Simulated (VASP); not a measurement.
# B4N3 in VASP: single point with PBE+D3(BJ)

Aim: the single point of B4N3 with PBE+D3(BJ).

Everything below comes from runs of VASP 6.6.1. Logs are shortened: lines on timing, memory, paths and dates and some standing lists are left out, and cuts for length are marked.

**1. The cell of the first run**

The cell holds a slab with vacuum, 7 atoms: a = 2.505 Å, b = 2.505 Å, c = 25.679 Å, α = 90.00°, β = 90.00°, γ = 60.07°.

**2. Single point, PBE+D3(BJ), collinear spin**

INCAR

```
SYSTEM = B4N3
PREC     = Accurate       ! precision mode
ENCUT    = 520            ! plane-wave cutoff, eV
EDIFF    = 1E-7           ! SCF threshold, eV
ISMEAR   = 0              ! smearing method
SIGMA    = 0.05           ! smearing width, eV
LREAL    = .False.        ! projectors in reciprocal space
LASPH    = .True.         ! aspherical terms in the spheres
NELM     = 150            ! most SCF steps
ALGO     = Normal         ! electronic algorithm
ISIF     = 2              ! what is computed and relaxed
LWAVE    = .False.        ! write WAVECAR
LCHARG   = .False.        ! write CHGCAR
ISPIN    = 2              ! spin polarisation
MAGMOM   = 0 0 0 1 0 0 0  ! initial moments
LORBIT   = 11             ! projections on sites
LDIPOL   = .True.       
IDIPOL   = 3            
DIPOL    = 0.5 0.5 0.496
GGA      = PE             ! functional
IVDW     = 12             ! dispersion correction
NBANDS   = 26             ! bands
```

KPOINTS

```
regular mesh
0
Gamma
  12 12 1
  0 0 0
```

POSCAR

```
B4N3
1.0
    2.5051851823      0.0000000000      0.0000000000
    1.2500915931      2.1709960402      0.0000000000
    0.0000000000      0.0000000000     25.6789644448
B N
4 3
Direct
    0.4998931262      0.4998931262      0.3310102328
    0.9075038252      0.9075038252      0.4604443697
    0.5964874090      0.5964874090      0.5901579997
   -0.0669227580      0.9330772420      0.7113728443
    0.8334068838      0.8334068838      0.3310102328
    0.2409785837      0.2409785837      0.4604126921
    0.9297639382      0.9297639382      0.5898545308
```

Potentials or basis: VASP PAW PBE potentials, release 64 (B, N).

Command:

```
$ cat potpaw_PBE.64/B/POTCAR potpaw_PBE.64/N/POTCAR > POTCAR
$ mpirun -np 1 vasp_std > vasp.out
```

OUTCAR:

```text
SYSTEM = B4N3
   PREC = Accurate
   ENCUT = 520
   EDIFF = 1E-7
   ISMEAR = 0
   LREAL = .False.
   LASPH = .True.
   NELM = 150
   ISIF = 2
   ISPIN = 2
   LORBIT = 11
   GGA = PE
   IVDW = 12
 IVDW          = 12

 ion  position               nearest neighbor table
   1  0.500  0.500  0.331-   5 1.45   5 1.45   5 1.45
   2  0.908  0.908  0.460-   6 1.45   6 1.45   6 1.45
   3  0.596  0.596  0.590-   7 1.45   7 1.45   7 1.45
   4  0.933  0.933  0.711-
   5  0.833  0.833  0.331-   1 1.45   1 1.45   1 1.45
   6  0.241  0.241  0.460-   2 1.45   2 1.45   2 1.45
   7  0.930  0.930  0.590-   3 1.45   3 1.45   3 1.45

  LATTYP: Found a base centered orthorhombic cell.
 ALAT       =     2.5076849332
 B/A-ratio  =     1.7297483302
 C/A-ratio  =    10.2401079597

  Lattice vectors:

 A1 = (  -1.2500915931,  -2.1709960402,   0.0000000000)
 A2 = (   2.5051851823,   0.0000000000,   0.0000000000)
 A3 = (   0.0000000000,   0.0000000000,  25.6789644448)

Analysis of symmetry for initial positions (statically):
=====================================================================
 Subroutine PRICEL returns:
 Original cell was already a primitive cell.

 Routine SETGRP: Setting up the symmetry group for a
 base centered orthorhombic supercell.

 Subroutine GETGRP returns: Found  2 space group operations
 (whereof  2 operations were pure point group operations)
 out of a pool of  8 trial point group operations.

The static configuration has the point symmetry C_1h.

Analysis of symmetry for dynamics (positions and initial velocities):
=====================================================================
 Subroutine PRICEL returns:
 Original cell was already a primitive cell.

 Routine SETGRP: Setting up the symmetry group for a
 base centered orthorhombic supercell.

 Subroutine GETGRP returns: Found  2 space group operations
 (whereof  2 operations were pure point group operations)
 out of a pool of  8 trial point group operations.

The dynamic configuration has the point symmetry C_1h.

Analysis of structural, dynamic, and magnetic symmetry:
=====================================================================
 Subroutine PRICEL returns:
 Original cell was already a primitive cell.

 Routine SETGRP: Setting up the symmetry group for a
 base centered orthorhombic supercell.

 Subroutine GETGRP returns: Found  2 space group operations
 (whereof  2 operations were pure point group operations)
 out of a pool of  8 trial point group operations.
[... 157 lines left out ...]
  ext. energy  EPLUGINS =         0.00000000
  ---------------------------------------------------
  free energy    TOTEN  =       -55.88831389 eV

  energy without entropy =      -55.88716630  energy(sigma->0) =      -55.88774010

 E-fermi :  -0.8484     XC(G=0):  -5.3451

 val. band max:       -0.8632444729   @ k =   0.2500   0.1667   0.0000
 cond. band min:      -0.7334735908   @ k =   0.5000   0.1667   0.0000
 fundamental gap:      0.1297708821
 Fermi energy:        -0.8484064773

 spin component 1

 k-point     1 :       0.0000    0.0000    0.0000
  band No.  band energies     occupation
      1     -20.0565      1.00000
      2     -19.9644      1.00000
      3     -19.8098      1.00000
      4      -9.8372      1.00000
      5      -8.1824      1.00000
      6      -7.5400      1.00000
[... 661 lines left out ...]
     24      10.7643      0.00000
     25      11.1961      0.00000

 [... further k-points ...]

 spin component 2

 k-point     1 :       0.0000    0.0000    0.0000
  band No.  band energies     occupation
      1     -20.0560      1.00000
      2     -19.9643      1.00000
      3     -19.8097      1.00000
      4      -9.8130      1.00000
      5      -8.1814      1.00000
      6      -7.5383      1.00000
[... 661 lines left out ...]
     24      10.7669      0.00000
     25      11.1983      0.00000

 [... further k-points ...]

 [bands above 25 left out]

------------------------ aborting loop because EDIFF is reached ----------------------------------------

 vacuum level on the upper side and lower side of the slab       (xc-potential included)         0.373        -0.571

 Edisp (eV)   -0.99034

 E8    (eV) :    -0.3057

  FORCE on cell =-STRESS in cart. coord.  units (eV):
  Direction    XX          YY          ZZ          XY          YZ          ZX
  --------------------------------------------------------------------------------------
  -------------------------------------------------------------------------------------
  Total      -3.71226    -3.85119    -0.08349     0.12064    -0.02291    -0.03962
  in kB     -42.58657   -44.18040    -0.95783     1.38398    -0.26279    -0.45457
  external pressure =      -29.24 kB  Pullay stress =        0.00 kB

 VOLUME and BASIS-vectors are now :
 -----------------------------------------------------------------------------
  energy-cutoff  :      520.00
  volume of cell :      139.66
      direct lattice vectors                 reciprocal lattice vectors
     2.505185182  0.000000000  0.000000000     0.399172088 -0.229849185  0.000000000
     1.250091593  2.170996040  0.000000000     0.000000000  0.460618067  0.000000000
     0.000000000  0.000000000 25.678964445     0.000000000  0.000000000  0.038942380

 POSITION                                       TOTAL-FORCE (eV/Angst)
 -----------------------------------------------------------------------------------
      1.87724      1.08527      8.50000         0.007651      0.004423      0.012461
      3.40793      1.97019     11.82373         0.005126      0.002964     -0.004386
      2.23998      1.29497     15.15465        -0.021400     -0.012372     -0.007416
      3.50396      2.02571     18.26732        -0.000629     -0.000364     -0.008141
      3.12967      1.80932      8.50000        -0.000657     -0.000380     -0.017652
      0.90494      0.52316     11.82292        -0.007719     -0.004462      0.013689
      3.49152      2.01851     15.14685         0.017627      0.010190      0.011445
 -----------------------------------------------------------------------------------
    total drift:                               -0.000207     -0.000119     -0.000019

  FREE ENERGIE OF THE ION-ELECTRON SYSTEM (eV)
  ---------------------------------------------------
  free  energy   TOTEN  =       -56.8786576012 eV

  energy  without entropy=      -56.8775100077  energy(sigma->0) =      -56.87808380

 vacuum level on the upper side and lower side of the slab         4.418         3.452

 total charge

# of ion       s       p       d       tot
------------------------------------------
    1        0.744   1.424   0.000   2.168
    2        0.744   1.424   0.000   2.167
    3        0.743   1.421   0.000   2.164
    4        0.798   0.530   0.000   1.328
    5        1.225   2.794   0.000   4.019
    6        1.225   2.795   0.000   4.021
    7        1.228   2.789   0.000   4.017
--------------------------------------------------
tot          6.706  13.177   0.000  19.884

 magnetization (x)

# of ion       s       p       d       tot
------------------------------------------
    1        0.000   0.000   0.000   0.000
    2        0.000   0.000   0.000   0.000
    3        0.000   0.000   0.000   0.000
    4        0.001   0.008   0.000   0.009
    5        0.000   0.000   0.000   0.000
    6        0.000   0.000   0.000   0.000
    7        0.000   0.000   0.000   0.001
--------------------------------------------------
tot          0.001   0.009   0.000   0.010
```

OSZICAR:

```text
N       E                     dE             d eps       ncg     rms          rms(c)
DAV:   1     0.156284945966E+03    0.15628E+03   -0.11636E+04  4472   0.858E+02
DAV:   2    -0.443093264580E+02   -0.20059E+03   -0.19026E+03  6028   0.213E+02
DAV:   3    -0.607649706516E+02   -0.16456E+02   -0.16286E+02  5840   0.644E+01
[... 32 lines left out ...]
DAV:  36    -0.558883131673E+02   -0.65879E-06   -0.11963E-08  4412   0.944E-04    0.222E-04
DAV:  37    -0.558883134578E+02   -0.29054E-06   -0.73451E-09  4114   0.716E-04    0.107E-04
DAV:  38    -0.558883136809E+02   -0.22309E-06   -0.35281E-09  3988   0.351E-04    0.528E-05
DAV:  39    -0.558883137948E+02   -0.11387E-06   -0.68132E-10  4052   0.143E-04    0.384E-05
DAV:  40    -0.558883138941E+02   -0.99349E-07   -0.36292E-10  3926   0.903E-05
   1 F= -.56878658E+02 E0= -.56878084E+02  d E =-.114759E-02  mag=     0.0259
```

stdout:

```text
POSCAR found type information on POSCAR B N
 POSCAR found :  2 types and       7 ions
 scaLAPACK will be used
 LDA part: xc-table for (Slater+PW92), standard interpolation
 POSCAR, INCAR and KPOINTS ok, starting setup
 FFT: planning ... GRIDC
 FFT: planning ... GRID_SOFT
 FFT: planning ... GRID
 WAVECAR not read
 entering main loop
```

Run time: 11 min. Hardware: 1 thread of Intel Xeon Platinum 8488C (Sapphire Rapids), shared host; peak memory 0.46 GiB.

What came out:

```yaml
Free_energy: -56.8787 eV
Largest_force: 0.026 eV/Å
Net_moment: 0.03 μB per cell
Valence_electrons_inside_the_program's_atomic_spheres: B 2.17, 2.16, 1.33 (each value once); N 4.02
Dispersion_energy_per_atom: -0.141 eV
```

Forces on the atoms (eV/Å):
```
B    0.008  0.004  0.012
B    0.005  0.003 -0.004
B   -0.021 -0.012 -0.007
B   -0.001  0.000 -0.008
N   -0.001  0.000 -0.018
N   -0.008 -0.004  0.014
N    0.018  0.010  0.011
```
